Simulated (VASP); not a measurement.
# Cu (Pm-3m) in VASP: further runs, part 2 of 2

VASP 6.6.1.

## 4. Single point, BLYP (volume scaled by 0.92)

INCAR reads:

```
AGGAC = 1.0
AGGAX = 1.0
ALDAC = 0.0
ALDAX = 1.0
ALGO = Normal
EDIFF = 1E-7
ENCUT = 520
GGA = B5
ISIF = 2
ISMEAR = -1
LASPH = True
LCHARG = True
LELF = True
LREAL = False
LVHAR = True
LWAVE = False
NBANDS = 12
NELM = 100
PREC = Accurate
SIGMA = 0.1
```

KPOINTS reads:

```
k-points
0
Gamma
  14 14 14
```

POSCAR reads:

```
Cu
1.0
    2.3884275103      0.0000000000      0.0000000000
    0.0000000000      2.3884275103      0.0000000000
    0.0000000000      0.0000000000      2.3884275103
Cu
1
Direct
    0.0000000000      0.0000000000      0.0000000000
```

Potentials or basis: VASP PAW PBE potentials, release 64 (Cu).

Started as:

```sh
cat potpaw_PBE.64/Cu/POTCAR > POTCAR
mpirun -np 1 vasp_std > vasp.out
```

OUTCAR:

```text
EDIFF = 1E-7
   ENCUT = 520
   GGA = B5
   ISIF = 2
   ISMEAR = -1
   LASPH = True
   LREAL = False
   NELM = 100
   PREC = Accurate

 ion  position               nearest neighbor table
   1  0.000  0.000  0.000-

  LATTYP: Found a simple cubic cell.
 ALAT       =     2.3884275103

  Lattice vectors:

 A1 = (   2.3884275103,   0.0000000000,   0.0000000000)
 A2 = (   0.0000000000,   2.3884275103,   0.0000000000)
 A3 = (   0.0000000000,   0.0000000000,   2.3884275103)

Analysis of symmetry for initial positions (statically):
=====================================================================
 Subroutine PRICEL returns:
 Original cell was already a primitive cell.

 Routine SETGRP: Setting up the symmetry group for a
 simple cubic supercell.

 Subroutine GETGRP returns: Found 48 space group operations
 (whereof 48 operations were pure point group operations)
 out of a pool of 48 trial point group operations.

The static configuration has the point symmetry O_h .

Analysis of symmetry for dynamics (positions and initial velocities):
=====================================================================
 Subroutine PRICEL returns:
 Original cell was already a primitive cell.

 Routine SETGRP: Setting up the symmetry group for a
 simple cubic supercell.

 Subroutine GETGRP returns: Found 48 space group operations
 (whereof 48 operations were pure point group operations)
 out of a pool of 48 trial point group operations.

The dynamic configuration has the point symmetry O_h .

 Subroutine INISYM returns: Found 48 space group operations
 (whereof 48 operations are pure point group operations),
 and found     1 'primitive' translations

----------------------------------------------------------------------------------------

                                     Primitive cell

  volume of cell :      13.6250

  direct lattice vectors                    reciprocal lattice vectors
     2.388427510  0.000000000  0.000000000     0.418685514  0.000000000  0.000000000
     0.000000000  2.388427510  0.000000000     0.000000000  0.418685514  0.000000000
     0.000000000  0.000000000  2.388427510     0.000000000  0.000000000  0.418685514

  length of vectors
     2.388427510  2.388427510  2.388427510     0.418685514  0.418685514  0.418685514

  position of ions in fractional coordinates (direct lattice)
     0.000000000  0.000000000  0.000000000

  ion indices of the primitive-cell ions
   primitive index   ion index
                 1           1

----------------------------------------------------------------------------------------

 KPOINTS: k-points

Automatic generation of k-mesh.
 Grid dimensions read from file:
 generate k-points for:   14   14   14

 Generating k-lattice:

  Cartesian coordinates                     Fractional coordinates (reciprocal lattice)
     0.029906108  0.000000000  0.000000000     0.071428571  0.000000000  0.000000000
     0.000000000  0.029906108  0.000000000     0.000000000  0.071428571  0.000000000
     0.000000000  0.000000000  0.029906108     0.000000000  0.000000000  0.071428571

  Length of vectors
     0.029906108  0.029906108  0.029906108

  Shift w.r.t. Gamma in fractional coordinates (k-lattice)
     0.000000000  0.000000000  0.000000000

 Subroutine IBZKPT returns following result:
 ===========================================

 Found    120 irreducible k-points:

 Following reciprocal coordinates:
            Coordinates               Weight
  0.000000  0.000000  0.000000      1.000000
  0.071429  0.000000  0.000000      6.000000
  0.142857  0.000000  0.000000      6.000000
  0.214286  0.000000  0.000000      6.000000
  0.285714  0.000000  0.000000      6.000000
  0.357143  0.000000  0.000000      6.000000
[... 16 lines left out ...]
  0.285714  0.214286  0.000000     24.000000
  0.357143  0.214286  0.000000     24.000000
 [... further k-points ...]
   k-points           NKPTS =    120   k-points in BZ     NKDIM =    120   number of bands    NBANDS=     12
   number of dos      NEDOS =    301   number of ions     NIONS =      1
   total plane-waves  NPLWV =   5832
   dimension x,y,z NGX =    18 NGY =   18 NGZ =   18
   dimension x,y,z NGXF=    36 NGYF=   36 NGZF=   36
   ions per type =               1
   NGX,Y,Z   is equivalent  to a cutoff of  12.53, 12.53, 12.53 a.u.
   NGXF,Y,Z  is equivalent  to a cutoff of  25.06, 25.06, 25.06 a.u.
 SYSTEM =  unknown system
   PREC   = accura    normal or accurate (medium, high low for compatibility)
   ISTART =      0    job   : 0-new  1-cont  2-samecut
   ICHARG =      2    charge: 1-file 2-atom 10-const
   ISPIN  =      1    spin polarized calculation?
   LNONCOLLINEAR =      F non collinear calculations
   LSORBIT =      F    spin-orbit coupling
   LASPH  =      T    aspherical Exc in radial PAW
   ENCUT  =  520.0 eV  38.22 Ry    6.18 a.u.   4.44  4.44  4.44*2*pi/ulx,y,z
   NELM   =    100;   NELMIN=  2; NELMDL= -5     # of ELM steps
   EDIFF  = 0.1E-06   stopping-criterion for ELM
   LREAL  =      F    real-space projection
   EDIFFG = 0.1E-05   stopping-criterion for IOM
   NSW    =      0    number of steps for IOM
   IBRION =     -1    ionic relax: 0-MD 1-quasi-New 2-CG
   NFREE  =      0    steps in history (QN), initial steepest desc. (CG)
   ISIF   =      2    stress and relaxation
   ISYM   =      2    0-nonsym 1-usesym 2-fastsym
   POTIM  = 0.5000    time-step for ionic-motion
   TEBEG  =    0.0;   TEEND  =   0.0 temperature during run
   PSTRESS=    0.0 pullay stress
   NELECT =      11.0000    total number of electrons
   NUPDOWN=      -1.0000    fix difference up-down
   EMIN   =  10.00;   EMAX   =-10.00  energy-range for DOS
   EFERMI =   0.00;   METHOD = LEGACY
   ISMEAR =    -1;   SIGMA  =   0.10  broadening in eV -4-tet -1-fermi 0-gaus
   EFERMI_NEDOS =   21; number of points for ismear=-14 and -15
   IALGO  =     38    algorithm
   IMIX   =      4    mixing-type and parameters
     AMIX     =   0.40;   BMIX     =  1.00
     AMIX_MAG =   1.60;   BMIX_MAG =  1.00
  volume/ion in A,a.u.               =      13.62        91.95
  Fermi-wavevector in a.u.,A,eV,Ry     =   1.524381  2.880663 31.616387  2.323739
  Thomas-Fermi vector in A             =   2.632696
   LORBIT       =      0    0 simple, 1 ext, 2 COOP (PROOUT), +10 PAW based schemes
   GGA     = B5    functional components
   LHFCALC =     F    Hartree Fock is set to
   AEXX    =    0.0000 exact exchange contribution
   IVDW    =     0    specifies the selected vdW correction
   LEPSILON=     F    determine dielectric tensor
   LRPA    =     F    only Hartree local field effects (RPA)
 non-spin polarized calculation
  energy-cutoff  :      520.00
  volume of cell :       13.62
 maximum number of plane-waves:       379
 NGX is ok and might be reduce to    18
   NGX =  9   NGY =  9   NGZ =  9

 number of electron      11.0000029 magnetization

 Free energy of the ion-electron system (eV)
  ---------------------------------------------------
  ext. energy  EPLUGINS =         0.00000000
  ---------------------------------------------------
  free energy    TOTEN  =        -2.64131209 eV

  energy without entropy =       -2.63252448  energy(sigma->0) =       -2.63691829

 E-fermi :   6.2859     XC(G=0): -11.2416

 val. band max:        6.2850761553   @ k =   0.2857   0.2857   0.2857
 cond. band min:       6.2962553974   @ k =   0.5000   0.1429   0.0000
 fundamental gap:      0.0111792421
 Fermi energy:         6.2859402702

 k-point     1 :       0.0000    0.0000    0.0000
  band No.  band energies     occupation
      1      -1.7864      2.00000
      2       2.3100      2.00000
      3       2.3100      2.00000
      4       4.8596      2.00000
      5       4.8596      2.00000
      6       4.8596      2.00000
      7      23.9901      0.00000
      8      23.9901      0.00000
      9      23.9901      0.00000
     10      27.6841      0.00000
     11      27.6841      0.00000
     12      31.8416      0.00000

 k-point     2 :       0.0714    0.0000    0.0000
  band No.  band energies     occupation
      1      -1.6455      2.00000
      2       2.3255      2.00000
      3       2.3638      2.00000
      4       4.8174      2.00000
      5       4.8174      2.00000
      6       4.8630      2.00000
      7      22.1464      0.00000
      8      24.1725      0.00000
      9      24.1725      0.00000
     10      27.7454      0.00000
     11      29.0017      0.00000
     12      32.6315      0.00000
[... 316 lines left out ...]
 k-point    24 :       0.3571    0.2143    0.0000
  band No.  band energies     occupation
      1       1.9027      2.00000
      2       2.8445      2.00000
      3       3.4554      2.00000
      4       4.2613      2.00000
      5       4.6260      2.00000
      6       4.9346      2.00000
      7      12.2096      0.00000
      8      20.0348      0.00000
      9      27.0902      0.00000
     10      29.6175      0.00000
     11      31.1538      0.00000
     12      37.5487      0.00000

 [... further k-points ...]
[... 5 lines left out ...]
  --------------------------------------------------------------------------------------
  -------------------------------------------------------------------------------------
  Total        0.7718851      0.7718851      0.7718851      0.0000000      0.0000000     -0.0000000
  in kB       90.7668080     90.7668080     90.7668080      0.0000000      0.0000000     -0.0000000
  external PRESSURE =      90.7668080 kB  Pullay stress =       0.0000000 kB

 VOLUME and BASIS-vectors are now :
 -----------------------------------------------------------------------------
  energy-cutoff  :      520.00
  volume of cell :       13.62
      direct lattice vectors                 reciprocal lattice vectors
     2.388427510  0.000000000  0.000000000     0.418685514  0.000000000  0.000000000
     0.000000000  2.388427510  0.000000000     0.000000000  0.418685514  0.000000000
     0.000000000  0.000000000  2.388427510     0.000000000  0.000000000  0.418685514

 POSITION                                       TOTAL-FORCE (eV/Angst)
 -----------------------------------------------------------------------------------
      0.00000      0.00000      0.00000         0.000000      0.000000      0.000000
 -----------------------------------------------------------------------------------
    total drift:                                0.000000      0.000000      0.000000

  FREE ENERGIE OF THE ION-ELECTRON SYSTEM (eV)
  ---------------------------------------------------
  free  energy   TOTEN  =        -2.6413120900 eV

  energy  without entropy=       -2.6325244835  energy(sigma->0) =       -2.63691829
```

OSZICAR:

```text
N       E                     dE             d eps       ncg     rms          rms(c)
DAV:   1     0.476394185785E+02    0.47639E+02   -0.54041E+03  3064   0.148E+03
DAV:   2    -0.168280899427E+01   -0.49322E+02   -0.45335E+02  2980   0.202E+02
DAV:   3    -0.331325592558E+01   -0.16304E+01   -0.16189E+01  3384   0.425E+01
DAV:   4    -0.332614753650E+01   -0.12892E-01   -0.12890E-01  3244   0.340E+00
DAV:   5    -0.332630556956E+01   -0.15803E-03   -0.15803E-03  3408   0.385E-01    0.694E+00
DAV:   6    -0.301183390940E+01    0.31447E+00   -0.11802E+01  3340   0.662E+01    0.384E+00
DAV:   7    -0.264912790753E+01    0.36271E+00   -0.19683E+00  3292   0.275E+01    0.309E-01
DAV:   8    -0.264413465540E+01    0.49933E-02   -0.17135E-02  4000   0.253E+00    0.412E-01
DAV:   9    -0.264142277291E+01    0.27119E-02   -0.18928E-02  3516   0.235E+00    0.858E-02
DAV:  10    -0.264131070634E+01    0.11207E-03   -0.56915E-04  3984   0.422E-01    0.671E-03
DAV:  11    -0.264131222641E+01   -0.15201E-05   -0.68893E-06  3732   0.326E-02    0.170E-03
DAV:  12    -0.264131207676E+01    0.14964E-06   -0.19034E-07  2408   0.658E-03    0.403E-04
DAV:  13    -0.264131208997E+01   -0.13207E-07   -0.41410E-08  1936   0.202E-03
   1 F= -.26413121E+01 E0= -.26369183E+01  d E =-.878761E-02
```

It took 12 s on 1 thread of Intel Xeon 6975P-C, shared host; peak memory 0.13 GiB.

What came out:

- Free energy: -2.6413 eV
- Pressure: 9.1 GPa

Levels at points of the mesh, in eV from the Fermi level:
| k point | band 2 | band 3 | band 4 | band 5 | band 6 | band 7 | band 8 | band 9 |
| --- | --- | --- | --- | --- | --- | --- | --- | --- |
| (0.00, 0.00, 0.00) | -3.98 | -3.98 | -1.43 | -1.43 | -1.43 | 17.70 | 17.70 | 17.70 |
| (0.50, 0.00, 0.00) | -3.65 | -2.22 | -2.22 | -1.36 | -1.17 | 1.98 | 23.85 | 24.07 |
| (0.50, 0.50, 0.00) | -3.42 | -2.06 | -2.06 | -0.85 | 4.35 | 4.35 | 8.69 | 10.45 |
| (0.50, 0.50, 0.50) | -3.64 | -3.64 | -0.81 | -0.81 | 10.03 | 10.03 | 10.03 | 14.01 |

Caveat: the PAW data sets were made with another functional, which shifts forces and pressure a little.

## 5. The runs side by side

```tsv
cell	k mesh	gap on the mesh (eV)	pressure (GPa)
a = 2.456 Å, 1 atom	13 × 13 × 13	none	0.5
a = 2.353 Å, 1 atom	14 × 14 × 14	none	15.3
a = 2.388 Å, 1 atom	14 × 14 × 14	none	9.1
```

Alike in all rows: task single point; level BLYP; potentials or basis VASP PAW PBE potentials, release 64 (Cu); no spin polarisation; cutoff (eV) 520; smearing fermi-dirac 0.1 eV.

Caveats: the PAW data sets were made with another functional, which shifts forces and pressure a little.

Absolute energies hang on the potentials; compare differences alone.
